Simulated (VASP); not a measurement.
# CdS (P3m1) in VASP: a series of runs

The runs below take CdS through single point, with LDA.

Everything below comes from runs of VASP 6.6.1. Logs are shortened: lines on timing, memory, paths and dates and some standing lists are left out, and cuts for length are marked.

## Step 1: The cell of the first run

It takes space group P3m1 (No. 156, trigonal). The conventional cell has a = 4.133 Å, b = 4.133 Å, c = 5.804 Å, α = 90.00°, β = 90.00°, γ = 120.00°. Cd (site symmetry 3m) has 3 S at 2.39 Å within 3.2 Å. S (site symmetry 3m) has 3 Cd at 2.39 Å within 3.2 Å.

## Step 2: Single point, LDA

INCAR reads:

```
PREC = Accurate
ENCUT = 520
EDIFF = 1E-7
ISMEAR = 0
SIGMA = 0.02
LREAL = False
LASPH = True
NELM = 60
ALGO = Normal
ISIF = 2
LWAVE = False
LCHARG = False
NBANDS = 16
```

KPOINTS reads:

```
regular mesh
0
Gamma
  6 6 4
```

POSCAR reads:

```
CdS
1.0
    4.1333349000      0.0000000000      0.0000000000
   -2.0666674500      3.5795725700      0.0000000000
    0.0000000000      0.0000000000      5.8041730000
Cd S
1 1
Direct
    0.0000000000      0.0000000000      0.4426920000
    0.6666666667      0.3333333333      0.4343080000
```

Potentials or basis: VASP PAW LDA potentials, release 64 (Cd, S).

Command:

```console
$ cat potpaw_LDA.64/Cd/POTCAR potpaw_LDA.64/S/POTCAR > POTCAR
$ mpirun -np 1 vasp_std > vasp.out
```

OUTCAR:

```text
PREC = Accurate
   ENCUT = 520
   EDIFF = 1E-7
   ISMEAR = 0
   LREAL = False
   LASPH = True
   NELM = 60
   ISIF = 2

 ion  position               nearest neighbor table
   1  0.000  0.000  0.443-   2 2.39   2 2.39   2 2.39
   2  0.667  0.333  0.434-   1 2.39   1 2.39   1 2.39

  LATTYP: Found a hexagonal cell.
 ALAT       =     4.1333349000
 C/A-ratio  =     1.4042348710

  Lattice vectors:

 A1 = (   4.1333349000,   0.0000000000,   0.0000000000)
 A2 = (  -2.0666674500,   3.5795725700,   0.0000000000)
 A3 = (   0.0000000000,   0.0000000000,   5.8041730000)

Analysis of symmetry for initial positions (statically):
=====================================================================
 Subroutine PRICEL returns:
 Original cell was already a primitive cell.

 Routine SETGRP: Setting up the symmetry group for a
 hexagonal supercell.

 Subroutine GETGRP returns: Found  6 space group operations
 (whereof  6 operations were pure point group operations)
 out of a pool of 24 trial point group operations.

The static configuration has the point symmetry C_3v.

Analysis of symmetry for dynamics (positions and initial velocities):
=====================================================================
 Subroutine PRICEL returns:
 Original cell was already a primitive cell.

 Routine SETGRP: Setting up the symmetry group for a
 hexagonal supercell.

 Subroutine GETGRP returns: Found  6 space group operations
 (whereof  6 operations were pure point group operations)
 out of a pool of 24 trial point group operations.

The dynamic configuration has the point symmetry C_3v.

 Subroutine INISYM returns: Found  6 space group operations
 (whereof  6 operations are pure point group operations),
 and found     1 'primitive' translations

----------------------------------------------------------------------------------------

                                     Primitive cell

  volume of cell :      85.8761

  direct lattice vectors                    reciprocal lattice vectors
     4.133334900  0.000000000  0.000000000     0.241935392  0.139681482  0.000000000
    -2.066667450  3.579572570  0.000000000     0.000000000  0.279362963  0.000000000
     0.000000000  0.000000000  5.804173000     0.000000000  0.000000000  0.172289834

  length of vectors
     4.133334900  4.133334505  5.804173000     0.279362936  0.279362963  0.172289834

[... 78 lines left out ...]
   NELM   =     60;   NELMIN=  2; NELMDL= -5     # of ELM steps
   EDIFF  = 0.1E-06   stopping-criterion for ELM
   LREAL  =      F    real-space projection
   EDIFFG = 0.1E-05   stopping-criterion for IOM
   NSW    =      0    number of steps for IOM
   IBRION =     -1    ionic relax: 0-MD 1-quasi-New 2-CG
   NFREE  =      0    steps in history (QN), initial steepest desc. (CG)
   ISIF   =      2    stress and relaxation
   ISYM   =      2    0-nonsym 1-usesym 2-fastsym
   POTIM  = 0.5000    time-step for ionic-motion
   TEBEG  =    0.0;   TEEND  =   0.0 temperature during run
   PSTRESS=    0.0 pullay stress
   NELECT =      18.0000    total number of electrons
   NUPDOWN=      -1.0000    fix difference up-down
   EMIN   =  10.00;   EMAX   =-10.00  energy-range for DOS
   EFERMI =   0.00;   METHOD = LEGACY
   ISMEAR =     0;   SIGMA  =   0.02  broadening in eV -4-tet -1-fermi 0-gaus
   EFERMI_NEDOS =   21; number of points for ismear=-14 and -15
   IALGO  =     38    algorithm
   IMIX   =      4    mixing-type and parameters
     AMIX     =   0.40;   BMIX     =  1.00
     AMIX_MAG =   1.60;   BMIX_MAG =  1.00
  volume/ion in A,a.u.               =      42.94       289.76
  Fermi-wavevector in a.u.,A,eV,Ry     =   0.972467  1.837697 12.866927  0.945692
  Thomas-Fermi vector in A             =   2.102768
   LORBIT       =      0    0 simple, 1 ext, 2 COOP (PROOUT), +10 PAW based schemes
   GGA     = CA    functional components
   LHFCALC =     F    Hartree Fock is set to
   AEXX    =    0.0000 exact exchange contribution
   IVDW    =     0    specifies the selected vdW correction
   LEPSILON=     F    determine dielectric tensor
   LRPA    =     F    only Hartree local field effects (RPA)
 non-spin polarized calculation
 Gauss-broadening in eV      SIGMA  =   0.02
  energy-cutoff  :      520.00
  volume of cell :       85.88
 maximum number of plane-waves:      2350
 NGX is ok and might be reduce to    32
   NGX = 15   NGY = 15   NGZ = 21

 number of electron      18.0000007 magnetization

 Free energy of the ion-electron system (eV)
  ---------------------------------------------------
  ext. energy  EPLUGINS =         0.00000000
  ---------------------------------------------------
  free energy    TOTEN  =        -6.64483426 eV

  energy without entropy =       -6.64483426  energy(sigma->0) =       -6.64483426

 E-fermi :  -1.8643     XC(G=0):  -6.7045

 val. band max:       -1.9524565382   @ k =   0.0000   0.0000   0.5000
 cond. band min:      -0.4915878442   @ k =   0.0000   0.0000   0.0000
 fundamental gap:      1.4608686940
 Fermi energy:        -1.8642855668

 k-point     1 :       0.0000    0.0000    0.0000
  band No.  band energies     occupation
      1     -14.0433      2.00000
      2      -9.9974      2.00000
      3      -9.9974      2.00000
      4      -9.2873      2.00000
      5      -9.2873      2.00000
      6      -9.0184      2.00000
[... 433 lines left out ...]
      3      -9.5859      2.00000
      4      -9.4264      2.00000
      5      -9.3441      2.00000
      6      -8.6281      2.00000
[... 8 lines left out ...]
     15       7.3276      0.00000
     16       8.6842      0.00000

------------------------ aborting loop because EDIFF is reached ----------------------------------------

  FORCE on cell =-STRESS in cart. coord.  units (eV):
  Direction    XX          YY          ZZ          XY          YZ          ZX
  --------------------------------------------------------------------------------------
  -------------------------------------------------------------------------------------
  Total        0.4019563      0.4019562     -0.0636694     -0.0000000      0.0000000      0.0000000
  in kB        7.4992411      7.4992392     -1.1878705     -0.0000000      0.0000000      0.0000000
  external PRESSURE =       4.6035366 kB  Pullay stress =       0.0000000 kB

 VOLUME and BASIS-vectors are now :
 -----------------------------------------------------------------------------
  energy-cutoff  :      520.00
  volume of cell :       85.88
      direct lattice vectors                 reciprocal lattice vectors
     4.133334900  0.000000000  0.000000000     0.241935392  0.139681482  0.000000000
    -2.066667450  3.579572570  0.000000000     0.000000000  0.279362963  0.000000000
     0.000000000  0.000000000  5.804173000     0.000000000  0.000000000  0.172289834

 POSITION                                       TOTAL-FORCE (eV/Angst)
 -----------------------------------------------------------------------------------
      0.00000      0.00000      2.56946        -0.000000      0.000000      0.000163
      2.06667      1.19319      2.52080         0.000000      0.000000     -0.000163
 -----------------------------------------------------------------------------------
    total drift:                                0.000001      0.000005     -0.000091

  FREE ENERGIE OF THE ION-ELECTRON SYSTEM (eV)
  ---------------------------------------------------
  free  energy   TOTEN  =        -6.6448342587 eV

  energy  without entropy=       -6.6448342587  energy(sigma->0) =       -6.64483426
```

OSZICAR:

```text
N       E                     dE             d eps       ncg     rms          rms(c)
DAV:   1     0.107321975699E+03    0.10732E+03   -0.79133E+03   768   0.940E+02
DAV:   2    -0.204734124998E+01   -0.10937E+03   -0.10338E+03   968   0.236E+02
DAV:   3    -0.732292209112E+01   -0.52756E+01   -0.52602E+01   952   0.534E+01
DAV:   4    -0.737275629596E+01   -0.49834E-01   -0.49824E-01  1000   0.507E+00
DAV:   5    -0.737379204644E+01   -0.10358E-02   -0.10357E-02   944   0.672E-01    0.904E+00
DAV:   6    -0.669332658688E+01    0.68047E+00   -0.12372E+00  1120   0.133E+01    0.682E+00
DAV:   7    -0.665130500665E+01    0.42022E-01   -0.28282E-01   928   0.359E+00    0.286E+00
DAV:   8    -0.664502754477E+01    0.62775E-02   -0.35888E-02   896   0.227E+00    0.314E-01
DAV:   9    -0.664450358877E+01    0.52396E-03   -0.36961E-03   976   0.860E-01    0.105E-01
DAV:  10    -0.664467494223E+01   -0.17135E-03   -0.28994E-04   864   0.139E-01    0.909E-02
DAV:  11    -0.664484741188E+01   -0.17247E-03   -0.21202E-04   824   0.117E-01    0.489E-02
DAV:  12    -0.664483089921E+01    0.16513E-04   -0.43883E-05   952   0.873E-02    0.122E-02
DAV:  13    -0.664483396008E+01   -0.30609E-05   -0.72638E-06   872   0.163E-02    0.805E-03
DAV:  14    -0.664483422975E+01   -0.26967E-06   -0.22964E-07  1024   0.397E-03    0.403E-03
DAV:  15    -0.664483425868E+01   -0.28928E-07   -0.65065E-08   664   0.246E-03
   1 F= -.66448343E+01 E0= -.66448343E+01  d E =-.115713E-11
```

stdout:

```text
POSCAR found type information on POSCAR CdS
 POSCAR found :  2 types and       2 ions
 scaLAPACK will be used
 LDA part: xc-table for (Slater(with rela. corr.)+CA(PZ))
 , standard interpolation
 POSCAR, INCAR and KPOINTS ok, starting setup
 FFT: planning ... GRIDC
 FFT: planning ... GRID_SOFT
 FFT: planning ... GRID
 WAVECAR not read
 entering main loop
```

Wall time 16 s (1 thread of Intel Xeon Platinum 8488C (Sapphire Rapids), shared host); peak memory 0.18 GiB.

Results:

```
Free energy            : -6.6448 eV
Pressure               : 0.5 GPa
Band gap on the k mesh : 1.46 eV, indirect (the least direct gap lies 3.8 meV higher)
```

Stress tensor (GPa, compression positive):
```
 0.75  0.00  0.00
 0.00  0.75  0.00
 0.00  0.00 -0.12
```

A k mesh can miss the band edges.

## Step 3: Single point, LDA

This run uses another cell than the first one, of 43.83 Å³/atom, 1.021 times its volume.

INCAR reads:

```
  ALGO = Normal
  EDIFF = 1E-6
  ENCUT = 520
  GGA = CA
  ISIF = 2
  ISMEAR = 0
  LASPH = True
  LCHARG = True
  LELF = True
  LREAL = False
  LVHAR = True
  LWAVE = False
  NBANDS = 16
  NELM = 100
  PREC = Accurate
  SIGMA = 0.02
```

KPOINTS reads:

```
k-points
0
Gamma
  6 6 4
```

POSCAR reads:

```
CdS
1.0
    4.1759466000      0.0000000000      0.0000000000
   -2.0879733000      3.6164753800      0.0000000000
    0.0000000000      0.0000000000      5.8041730000
Cd S
1 1
Direct
    0.0000000000      0.0000000000      0.4426920000
    0.6666666667      0.3333333333      0.4343080000
```

Potentials or basis: VASP PAW LDA potentials, release 64 (Cd, S).

Command:

```console
$ cat potpaw_LDA.64/Cd/POTCAR potpaw_LDA.64/S/POTCAR > POTCAR
$ mpirun -np 1 vasp_std > vasp.out
```

OUTCAR:

```text
EDIFF = 1E-6
   ENCUT = 520
   GGA = CA
   ISIF = 2
   ISMEAR = 0
   LASPH = True
   LREAL = False
   NELM = 100
   PREC = Accurate

 ion  position               nearest neighbor table
   1  0.000  0.000  0.443-   2 2.41   2 2.41   2 2.41
   2  0.667  0.333  0.434-   1 2.41   1 2.41   1 2.41

  LATTYP: Found a hexagonal cell.
 ALAT       =     4.1759466000
 C/A-ratio  =     1.3899059437

  Lattice vectors:

 A1 = (   4.1759466000,   0.0000000000,   0.0000000000)
 A2 = (  -2.0879733000,   3.6164753800,   0.0000000000)
 A3 = (   0.0000000000,   0.0000000000,   5.8041730000)

Analysis of symmetry for initial positions (statically):
=====================================================================
 Subroutine PRICEL returns:
 Original cell was already a primitive cell.

 Routine SETGRP: Setting up the symmetry group for a
 hexagonal supercell.

 Subroutine GETGRP returns: Found  6 space group operations
 (whereof  6 operations were pure point group operations)
 out of a pool of 24 trial point group operations.

The static configuration has the point symmetry C_3v.

Analysis of symmetry for dynamics (positions and initial velocities):
=====================================================================
 Subroutine PRICEL returns:
 Original cell was already a primitive cell.

 Routine SETGRP: Setting up the symmetry group for a
 hexagonal supercell.

 Subroutine GETGRP returns: Found  6 space group operations
 (whereof  6 operations were pure point group operations)
 out of a pool of 24 trial point group operations.

The dynamic configuration has the point symmetry C_3v.

 Subroutine INISYM returns: Found  6 space group operations
 (whereof  6 operations are pure point group operations),
 and found     1 'primitive' translations

[... 109 lines left out ...]
   EFERMI_NEDOS =   21; number of points for ismear=-14 and -15
   IALGO  =     38    algorithm
   IMIX   =      4    mixing-type and parameters
     AMIX     =   0.40;   BMIX     =  1.00
     AMIX_MAG =   1.60;   BMIX_MAG =  1.00
  volume/ion in A,a.u.               =      43.83       295.77
  Fermi-wavevector in a.u.,A,eV,Ry     =   0.965840  1.825174 12.692165  0.932848
  Thomas-Fermi vector in A             =   2.095591
   LORBIT       =      0    0 simple, 1 ext, 2 COOP (PROOUT), +10 PAW based schemes
   GGA     = CA    functional components
   LHFCALC =     F    Hartree Fock is set to
   AEXX    =    0.0000 exact exchange contribution
   IVDW    =     0    specifies the selected vdW correction
   LEPSILON=     F    determine dielectric tensor
   LRPA    =     F    only Hartree local field effects (RPA)
 non-spin polarized calculation
 Gauss-broadening in eV      SIGMA  =   0.02
  energy-cutoff  :      520.00
  volume of cell :       87.66
 maximum number of plane-waves:      2394
 NGX is ok and might be reduce to    32
   NGX = 15   NGY = 15   NGZ = 21

 number of electron      18.0000002 magnetization

 Free energy of the ion-electron system (eV)
  ---------------------------------------------------
  ext. energy  EPLUGINS =         0.00000000
  ---------------------------------------------------
  free energy    TOTEN  =        -6.64450792 eV

  energy without entropy =       -6.64450792  energy(sigma->0) =       -6.64450792

 E-fermi :  -2.0056     XC(G=0):  -6.6486

 val. band max:       -2.1013264342   @ k =   0.0000   0.0000   0.5000
 cond. band min:      -0.6959885226   @ k =   0.0000   0.0000   0.0000
 fundamental gap:      1.4053379116
 Fermi energy:        -2.0055667656

 k-point     1 :       0.0000    0.0000    0.0000
  band No.  band energies     occupation
      1     -14.0049      2.00000
      2     -10.0100      2.00000
      3     -10.0100      2.00000
      4      -9.3631      2.00000
      5      -9.3631      2.00000
      6      -9.1119      2.00000
[... 433 lines left out ...]
      3      -9.6310      2.00000
      4      -9.4882      2.00000
      5      -9.4144      2.00000
      6      -8.7414      2.00000
[... 8 lines left out ...]
     15       7.1768      0.00000
     16       8.5961      0.00000

------------------------ aborting loop because EDIFF is reached ----------------------------------------

  FORCE on cell =-STRESS in cart. coord.  units (eV):
  Direction    XX          YY          ZZ          XY          YZ          ZX
  --------------------------------------------------------------------------------------
  -------------------------------------------------------------------------------------
  Total       -0.4362210     -0.4362209     -0.0611746     -0.0000000      0.0000000      0.0000000
  in kB       -7.9732687     -7.9732667     -1.1181526     -0.0000000      0.0000000      0.0000000
  external PRESSURE =      -5.6882293 kB  Pullay stress =       0.0000000 kB

 VOLUME and BASIS-vectors are now :
 -----------------------------------------------------------------------------
  energy-cutoff  :      520.00
  volume of cell :       87.66
      direct lattice vectors                 reciprocal lattice vectors
     4.175946600  0.000000000  0.000000000     0.239466664  0.138256160  0.000000000
    -2.087973300  3.616475380  0.000000000     0.000000000  0.276512321  0.000000000
     0.000000000  0.000000000  5.804173000     0.000000000  0.000000000  0.172289834

 POSITION                                       TOTAL-FORCE (eV/Angst)
 -----------------------------------------------------------------------------------
      0.00000      0.00000      2.56946         0.000000     -0.000000     -0.008885
      2.08797      1.20549      2.52080        -0.000000      0.000000      0.008885
 -----------------------------------------------------------------------------------
    total drift:                                0.000001      0.000005     -0.000020

  FREE ENERGIE OF THE ION-ELECTRON SYSTEM (eV)
  ---------------------------------------------------
  free  energy   TOTEN  =        -6.6445079192 eV

  energy  without entropy=       -6.6445079192  energy(sigma->0) =       -6.64450792
```

OSZICAR:

```text
N       E                     dE             d eps       ncg     rms          rms(c)
DAV:   1     0.109746630015E+03    0.10975E+03   -0.79296E+03   768   0.942E+02
DAV:   2    -0.158040177781E+01   -0.11133E+03   -0.10592E+03   968   0.238E+02
DAV:   3    -0.732096659215E+01   -0.57406E+01   -0.57231E+01   968   0.552E+01
DAV:   4    -0.737685176293E+01   -0.55885E-01   -0.55877E-01   976   0.526E+00
DAV:   5    -0.737801421745E+01   -0.11625E-02   -0.11624E-02  1008   0.702E-01    0.847E+00
DAV:   6    -0.669339929003E+01    0.68461E+00   -0.12480E+00  1104   0.131E+01    0.647E+00
DAV:   7    -0.665140141787E+01    0.41998E-01   -0.26258E-01   912   0.345E+00    0.283E+00
DAV:   8    -0.664466648352E+01    0.67349E-02   -0.32201E-02   920   0.212E+00    0.293E-01
DAV:   9    -0.664414988552E+01    0.51660E-03   -0.33709E-03  1000   0.803E-01    0.109E-01
DAV:  10    -0.664433829201E+01   -0.18841E-03   -0.29090E-04   872   0.133E-01    0.938E-02
DAV:  11    -0.664451950411E+01   -0.18121E-03   -0.19705E-04   856   0.105E-01    0.444E-02
DAV:  12    -0.664450438732E+01    0.15117E-04   -0.37798E-05   968   0.775E-02    0.104E-02
DAV:  13    -0.664450767963E+01   -0.32923E-05   -0.57126E-06   856   0.134E-02    0.805E-03
DAV:  14    -0.664450791918E+01   -0.23955E-06   -0.16008E-07   824   0.407E-03
   1 F= -.66445079E+01 E0= -.66445079E+01  d E =-.329205E-13
```

stdout:

```text
POSCAR found type information on POSCAR CdS
 POSCAR found :  2 types and       2 ions
 scaLAPACK will be used
 LDA part: xc-table for (Slater(with rela. corr.)+CA(PZ))
 , standard interpolation
 POSCAR, INCAR and KPOINTS ok, starting setup
 FFT: planning ... GRIDC
 FFT: planning ... GRID_SOFT
 FFT: planning ... GRID
 WAVECAR not read
 entering main loop
```

It took 16 s on 1 thread of Intel Xeon Platinum 8488C (Sapphire Rapids), shared host; peak memory 0.19 GiB.

What came out:

| Quantity | Value |
| --- | --- |
| Free energy | -6.6445 eV |
| Pressure | -0.6 GPa |
| Largest force | 0.009 eV/Å |
| Band gap on the k mesh | 1.41 eV, indirect (the least direct gap lies 4.0 meV higher) |

Forces in eV/Å, atoms in the order of the input:
```
Cd   0.000  0.000 -0.009
S    0.000  0.000  0.009
```

Stress tensor (GPa, compression positive):
```
-0.80  0.00  0.00
 0.00 -0.80  0.00
 0.00  0.00 -0.11
```
